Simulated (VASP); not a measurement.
# BN in VASP: single point with PBE

Aim: the single point of BN with PBE.

Program: VASP 6.6.1. These are calculated values, not measurements. Logs are shortened: lines on timing, memory, paths and dates and some standing lists are left out, and cuts for length are marked.

### Step 1. The cell of the first run

The cell holds a wire or tube with vacuum around it, 28 atoms: a = 15.300 Å, b = 16.500 Å, c = 3.654 Å, α = 90.00°, β = 90.00°, γ = 90.00°.

### Step 2. Single point, PBE, collinear spin, ferromagnetic start

The input, INCAR:

```
SYSTEM = BN
  PREC = Accurate
  ENCUT = 520
  EDIFF = 1E-6
  ISMEAR = 0
  SIGMA = 0.05
  LREAL = Auto
  LASPH = .TRUE.
  NELM = 150
  ALGO = Normal
  ISIF = 2
  LWAVE = .FALSE.
  LCHARG = .FALSE.
  ISPIN = 2
  MAGMOM = 0.3 0.3 0.3 0.3 0.3 0.3 0.3 0.3 0.3 0.3 0.3 0.3 0.3 0.3 0.3 0.3 0.3 0.3 0.3 0.3 0.3 0.3 0.3 0.3 0.3 0.3 0.3 0.3
  LORBIT = 11
  GGA = PE
  NBANDS = 80
  KPAR = 2
  NCORE = 2
```

The input, KPOINTS:

```
regular mesh
0
G
  1 1 9
  0 0 0
```

The input, POSCAR:

```
BN
1.0
   15.3000000000      0.0000000000      0.0000000000
    0.0000000000     16.5000000000      0.0000000000
    0.0000000000      0.0000000000      3.6542714424
B N
14 14
Direct
    0.3473303731      0.5000000000      0.0000000000
    0.5848071126      0.5000000000      0.0000000000
    0.3592828945      0.4065860328      0.4783937084
    0.3592828945      0.5934139672      0.5216062916
    0.5981623270      0.3824278279      0.5263891119
    0.5981623270      0.6175721721      0.4736108881
    0.4648028417      0.3125436111      0.5178379807
    0.4731145491      0.5000000000      0.5000000000
    0.4648028417      0.6874563889      0.4821620193
    0.7001073066      0.5000000000      0.5000000000
    0.4710871537      0.3884282598      0.0135618819
    0.4710871537      0.6115717402     -0.0135618819
    0.6923801244      0.4078735381      0.0973947737
    0.6923801244      0.5921264619     -0.0973947737
    0.4025641213      0.3373588165      0.2751720562
    0.4102113690      0.5580875349      0.2166288499
    0.6641710944      0.3440641220      0.2905456619
    0.6473421435      0.5545469548      0.2287585958
    0.4102113690      0.4419124651      0.7833711501
    0.4025641213      0.6626411835      0.7248279438
    0.6473421435      0.4454530452      0.7712414042
    0.6641710944      0.6559358780      0.7094543381
    0.2989096559      0.5337032086      0.6469127302
    0.5277537864      0.3310766714      0.7583290649
    0.5291069687      0.5555478777      0.7421795420
    0.2989096559      0.4662967914      0.3530872698
    0.5291069687      0.4444521223      0.2578204580
    0.5277537864      0.6689233286      0.2416709351
```

Potentials or basis: VASP PAW PBE potentials, release 64 (B, N).

Started as:

```
$ cat potpaw_PBE.64/B/POTCAR potpaw_PBE.64/N/POTCAR > POTCAR
$ mpirun -np 4 vasp_std > vasp.out
```

OUTCAR:

```text
SYSTEM = BN
   PREC = Accurate
   ENCUT = 520
   EDIFF = 1E-6
   ISMEAR = 0
   LREAL = Auto
   LASPH = .TRUE.
   NELM = 150
   ISIF = 2
   ISPIN = 2
   LORBIT = 11
   GGA = PE

 ion  position               nearest neighbor table
   1  0.347  0.500  0.000-  16 1.57  19 1.57  23 1.59  26 1.59
   2  0.585  0.500  0.000-  18 1.56  21 1.56  25 1.57  27 1.57
   3  0.359  0.407  0.478-  26 1.43  19 1.48  15 1.51
   4  0.359  0.593  0.522-  23 1.43  16 1.48  20 1.51
   5  0.598  0.382  0.526-  17 1.47  21 1.56  24 1.61  27 1.77  13 2.17
   6  0.598  0.618  0.474-  22 1.47  18 1.56  28 1.61  25 1.77  14 2.17
   7  0.465  0.313  0.518-  24 1.34  15 1.36
   8  0.473  0.500  0.500-  25 1.54  27 1.54  16 1.71  19 1.71
   9  0.465  0.687  0.482-  28 1.34  20 1.36
  10  0.700  0.500  0.500-  18 1.56  21 1.56  13 2.12  14 2.12
  11  0.471  0.388  0.014-  19 1.53  27 1.56  24 1.59  15 1.65
  12  0.471  0.612  0.986-  16 1.53  25 1.56  28 1.59  20 1.65
  13  0.692  0.408  0.097-  17 1.34  21 1.51  10 2.12   5 2.17
  14  0.692  0.592  0.903-  22 1.34  18 1.51  10 2.12   6 2.17
  15  0.403  0.337  0.275-   7 1.36   3 1.51  11 1.65
  16  0.410  0.558  0.217-   4 1.48  12 1.53   1 1.57   8 1.71
  17  0.664  0.344  0.291-  13 1.34   5 1.47
  18  0.647  0.555  0.229-  14 1.51   2 1.56  10 1.56   6 1.56
  19  0.410  0.442  0.783-   3 1.48  11 1.53   1 1.57   8 1.71
  20  0.403  0.663  0.725-   9 1.36   4 1.51  12 1.65
  21  0.647  0.445  0.771-  13 1.51   2 1.56  10 1.56   5 1.56
  22  0.664  0.656  0.709-  14 1.34   6 1.47
  23  0.299  0.534  0.647-   4 1.43  26 1.55   1 1.59
  24  0.528  0.331  0.758-   7 1.34  11 1.59   5 1.61
  25  0.529  0.556  0.742-   8 1.54  12 1.56   2 1.57   6 1.77
  26  0.299  0.466  0.353-   3 1.43  23 1.55   1 1.59
  27  0.529  0.444  0.258-   8 1.54  11 1.56   2 1.57   5 1.77
  28  0.528  0.669  0.242-   9 1.34  12 1.59   6 1.61

  LATTYP: Found a simple orthorhombic cell.
 ALAT       =     3.6542714424
 B/A-ratio  =     4.1868810900
 C/A-ratio  =     4.5152639206

  Lattice vectors:

 A1 = (   0.0000000000,   0.0000000000,   3.6542714424)
 A2 = (  15.3000000000,   0.0000000000,   0.0000000000)
 A3 = (   0.0000000000,  16.5000000000,   0.0000000000)

Analysis of symmetry for initial positions (statically):
=====================================================================
 Subroutine PRICEL returns:
 Original cell was already a primitive cell.

 Routine SETGRP: Setting up the symmetry group for a
 simple orthorhombic supercell.

 Subroutine GETGRP returns: Found  2 space group operations
 (whereof  2 operations were pure point group operations)
 out of a pool of  8 trial point group operations.

The static configuration has the point symmetry C_2 .

Analysis of symmetry for dynamics (positions and initial velocities):
=====================================================================
 Subroutine PRICEL returns:
 Original cell was already a primitive cell.

 Routine SETGRP: Setting up the symmetry group for a
 simple orthorhombic supercell.

 Subroutine GETGRP returns: Found  2 space group operations
 (whereof  2 operations were pure point group operations)
 out of a pool of  8 trial point group operations.

The dynamic configuration has the point symmetry C_2 .

Analysis of structural, dynamic, and magnetic symmetry:
=====================================================================
 Subroutine PRICEL returns:
 Original cell was already a primitive cell.

 Routine SETGRP: Setting up the symmetry group for a
 simple orthorhombic supercell.

 Subroutine GETGRP returns: Found  2 space group operations
 (whereof  2 operations were pure point group operations)
 out of a pool of  8 trial point group operations.

The overall configuration has the point symmetry C_2 .

 Subroutine INISYM returns: Found  2 space group operations
 (whereof  2 operations are pure point group operations),
 and found     1 'primitive' translations

----------------------------------------------------------------------------------------

                                     Primitive cell

  volume of cell :     922.5208

  direct lattice vectors                    reciprocal lattice vectors
    15.300000000  0.000000000  0.000000000     0.065359477  0.000000000  0.000000000
     0.000000000 16.500000000  0.000000000     0.000000000  0.060606061  0.000000000
     0.000000000  0.000000000  3.654271442     0.000000000  0.000000000  0.273652359

  length of vectors
    15.300000000 16.500000000  3.654271442     0.065359477  0.060606061  0.273652359

  position of ions in fractional coordinates (direct lattice)
[... 83 lines left out ...]

 Found      5 irreducible k-points:

 Following reciprocal coordinates:
            Coordinates               Weight
  0.000000  0.000000  0.000000      1.000000
  0.000000  0.000000  0.111111      2.000000
  0.000000  0.000000  0.222222      2.000000
  0.000000  0.000000  0.333333      2.000000
  0.000000  0.000000  0.444444      2.000000
   k-points           NKPTS =      5   k-points in BZ     NKDIM =      5   number of bands    NBANDS=     80
   number of dos      NEDOS =    301   number of ions     NIONS =     28
   total plane-waves  NPLWV = 423360
   dimension x,y,z NGX =   120 NGY =  126 NGZ =   28
   dimension x,y,z NGXF=   240 NGYF=  252 NGZF=   56
   ions per type =              14  14
   NGX,Y,Z   is equivalent  to a cutoff of  13.04, 12.70, 12.74 a.u.
   NGXF,Y,Z  is equivalent  to a cutoff of  26.08, 25.39, 25.48 a.u.
 SYSTEM =  BN
   PREC   = accura    normal or accurate (medium, high low for compatibility)
   ISTART =      0    job   : 0-new  1-cont  2-samecut
   ICHARG =      2    charge: 1-file 2-atom 10-const
   ISPIN  =      2    spin polarized calculation?
   LNONCOLLINEAR =      F non collinear calculations
   LSORBIT =      F    spin-orbit coupling
   LASPH  =      T    aspherical Exc in radial PAW
   ENCUT  =  520.0 eV  38.22 Ry    6.18 a.u.  28.45 30.68  6.79*2*pi/ulx,y,z
   NELM   =    150;   NELMIN=  2; NELMDL= -5     # of ELM steps
   EDIFF  = 0.1E-05   stopping-criterion for ELM
   LREAL  =      T    real-space projection
   EDIFFG = 0.1E-04   stopping-criterion for IOM
   NSW    =      0    number of steps for IOM
   IBRION =     -1    ionic relax: 0-MD 1-quasi-New 2-CG
   NFREE  =      0    steps in history (QN), initial steepest desc. (CG)
   ISIF   =      2    stress and relaxation
   ISYM   =      2    0-nonsym 1-usesym 2-fastsym
   POTIM  = 0.5000    time-step for ionic-motion
   TEBEG  =    0.0;   TEEND  =   0.0 temperature during run
   PSTRESS=    0.0 pullay stress
   NELECT =     112.0000    total number of electrons
   NUPDOWN=      -1.0000    fix difference up-down
   EMIN   =  10.00;   EMAX   =-10.00  energy-range for DOS
   EFERMI =   0.00;   METHOD = LEGACY
   ISMEAR =     0;   SIGMA  =   0.05  broadening in eV -4-tet -1-fermi 0-gaus
   EFERMI_NEDOS =   21; number of points for ismear=-14 and -15
   IALGO  =     38    algorithm
   IMIX   =      4    mixing-type and parameters
     AMIX     =   0.40;   BMIX     =  1.00
     AMIX_MAG =   1.60;   BMIX_MAG =  1.00
  volume/ion in A,a.u.               =      32.95       222.34
  Fermi-wavevector in a.u.,A,eV,Ry     =   0.810629  1.531867  8.940651  0.657119
  Thomas-Fermi vector in A             =   1.919840
   LORBIT       =     11    0 simple, 1 ext, 2 COOP (PROOUT), +10 PAW based schemes
   GGA     = PE    functional components
   LHFCALC =     F    Hartree Fock is set to
   AEXX    =    0.0000 exact exchange contribution
   IVDW    =     0    specifies the selected vdW correction
   LEPSILON=     F    determine dielectric tensor
   LRPA    =     F    only Hartree local field effects (RPA)
 spin polarized calculation
 Gauss-broadening in eV      SIGMA  =   0.05
  energy-cutoff  :      520.00
  volume of cell :      922.52
 maximum number of plane-waves:     24873
 NGX is ok and might be reduce to   120
   NGX = 57   NGY = 61   NGZ = 13

 number of electron     112.0000000 magnetization       2.0000387

 Free energy of the ion-electron system (eV)
  ---------------------------------------------------
  ext. energy  EPLUGINS =         0.00000000
  ---------------------------------------------------
  free energy    TOTEN  =      -218.72133082 eV

  energy without entropy =     -218.72133082  energy(sigma->0) =     -218.72133082

 E-fermi :  -2.6730     XC(G=0):  -3.3328

 val. band max:       -2.9470846798   @ k =   0.0000   0.0000   0.0000
 cond. band min:      -2.0268350501   @ k =   0.0000   0.0000   0.4444
 fundamental gap:      0.9202496296
 Fermi energy:        -2.6729686687

 spin component 1

 k-point     1 :       0.0000    0.0000    0.0000
  band No.  band energies     occupation
      1     -24.0507      1.00000
      2     -22.9558      1.00000
      3     -22.6298      1.00000
      4     -21.7706      1.00000
      5     -21.0358      1.00000
      6     -20.5553      1.00000
[... 344 lines left out ...]
     67       2.0552      0.00000
     68       3.6774      0.00000
 Fermi energy:        -2.6729686687

 spin component 2

 k-point     1 :       0.0000    0.0000    0.0000
  band No.  band energies     occupation
      1     -24.0385      1.00000
      2     -22.8773      1.00000
      3     -22.6153      1.00000
      4     -21.7274      1.00000
      5     -20.9158      1.00000
      6     -20.5166      1.00000
[... 344 lines left out ...]
     67       2.5044      0.00000
     68       3.7068      0.00000
 [bands above 68 left out]

------------------------ aborting loop because EDIFF is reached ----------------------------------------

  FORCE on cell =-STRESS in cart. coord.  units (eV):
  Direction    XX          YY          ZZ          XY          YZ          ZX
  --------------------------------------------------------------------------------------
  -------------------------------------------------------------------------------------
  Total        0.1187503      0.1973754      0.3719981      0.0000000      0.0984758      0.0000000
  in kB        0.2062382      0.3427894      0.6460634      0.0000000      0.1710267      0.0000000
  external PRESSURE =       0.3983637 kB  Pullay stress =       0.0000000 kB

 VOLUME and BASIS-vectors are now :
 -----------------------------------------------------------------------------
  energy-cutoff  :      520.00
  volume of cell :      922.52
      direct lattice vectors                 reciprocal lattice vectors
    15.300000000  0.000000000  0.000000000     0.065359477  0.000000000  0.000000000
     0.000000000 16.500000000  0.000000000     0.000000000  0.060606061  0.000000000
     0.000000000  0.000000000  3.654271442     0.000000000  0.000000000  0.273652359

 POSITION                                       TOTAL-FORCE (eV/Angst)
 -----------------------------------------------------------------------------------
      5.31415      8.25000      0.00000        -0.038883      0.000000      0.000000
      8.94755      8.25000      0.00000        -0.009825      0.000000      0.000000
      5.49703      6.70867      1.74818        -0.035758     -0.028869     -0.007814
      5.49703      9.79133      1.90609        -0.035758      0.028869      0.007814
      9.15188      6.31006      1.92357        -0.029677     -0.003846      0.025295
      9.15188     10.18994      1.73070        -0.029677      0.003846     -0.025295
[... 20 lines left out ...]
      8.09534      7.33346      0.94215         0.015930     -0.019780      0.006616
      8.07463     11.03723      0.88313         0.015675     -0.013274      0.013365
 -----------------------------------------------------------------------------------
    total drift:                                0.000983      0.000000      0.000000

  FREE ENERGIE OF THE ION-ELECTRON SYSTEM (eV)
  ---------------------------------------------------
  free  energy   TOTEN  =      -218.7213308195 eV

  energy  without entropy=     -218.7213308195  energy(sigma->0) =     -218.72133082

 total charge

# of ion       s       p       d       tot
------------------------------------------
    1        0.663   1.292   0.000   1.955
    2        0.681   1.368   0.000   2.050
    3        0.735   1.377   0.000   2.113
    4        0.735   1.377   0.000   2.113
    5        0.660   1.253   0.000   1.913
    6        0.660   1.253   0.000   1.913
[... 20 lines left out ...]
   27        1.218   2.708   0.000   3.926
   28        1.238   2.686   0.000   3.924
--------------------------------------------------
tot         27.226  55.567   0.000  82.793

 magnetization (x)

# of ion       s       p       d       tot
------------------------------------------
    1        0.000   0.000   0.000   0.000
    2       -0.000  -0.003   0.000  -0.003
    3        0.000   0.000   0.000   0.000
    4        0.000   0.000   0.000   0.000
    5        0.002   0.008   0.000   0.010
    6        0.002   0.008   0.000   0.010
[... 20 lines left out ...]
   27        0.002   0.013   0.000   0.015
   28        0.002   0.010   0.000   0.012
--------------------------------------------------
tot          0.127   1.095   0.000   1.222
```

It took 18 min on 4 MPI ranks of AMD EPYC 9755, shared host; peak memory 0.76 GiB.

What came out:

```
Free energy                                           : -218.7213 eV
Largest force                                         : 0.047 eV/Å
Band gap on the k mesh                                : 0.92 eV (least direct gap 0.99 eV)
Net moment                                            : 2.00 μB per cell
Site moments                                          : B +0.00, -0.00, +0.01, +0.41, -0.02 (each value once); N +0.00, +0.32, +0.06, +0.01 (each value once) μB
Valence electrons inside the program's atomic spheres : B 1.96, 2.05, 2.11, 1.91, 2.17, 1.92, 1.77 (each value once); N 3.92, 3.97, 3.85, 3.96, 3.80, 3.93 (each value once)
```

Forces in eV/Å, atoms in the order of the input:
```
B   -0.039  0.000  0.000
B   -0.010  0.000  0.000
B   -0.036 -0.029 -0.008
B   -0.036  0.029  0.008
B   -0.030 -0.004  0.025
B   -0.030  0.004 -0.025
B   -0.017 -0.038 -0.001
B   -0.022  0.000  0.000
B   -0.017  0.038  0.001
B    0.011  0.000  0.000
B   -0.015 -0.014  0.007
B   -0.015  0.014 -0.007
B    0.027  0.000 -0.020
B    0.027  0.000  0.020
N    0.028 -0.006 -0.008
N    0.026 -0.009 -0.009
N    0.012 -0.020 -0.004
N    0.010 -0.005  0.005
N    0.026  0.009  0.009
N    0.028  0.006  0.008
N    0.010  0.005 -0.005
N    0.012  0.020  0.004
N   -0.008  0.003  0.012
N    0.016  0.013 -0.013
N    0.016  0.020 -0.007
N   -0.008 -0.003 -0.012
N    0.016 -0.020  0.007
N    0.016 -0.013  0.013
```

Levels at points of the mesh, in eV from the valence-band top:
Spin up:
| k point | band 53 | band 54 | band 55 | band 56 | band 57 | band 58 | band 59 | band 60 | band 61 | band 62 |
| --- | --- | --- | --- | --- | --- | --- | --- | --- | --- | --- |
| (0.00, 0.00, 0.00) | -1.87 | -1.73 | -1.61 | -0.23 | 0.00 | 1.99 | 2.34 | 2.54 | 2.54 | 3.04 |
Spin down:
```csv
k point,band 53,band 54,band 55,band 56,band 57,band 58
"(0.00, 0.00, 0.00)",-1.61,-1.41,-1.37,1.09,1.10,2.01
```
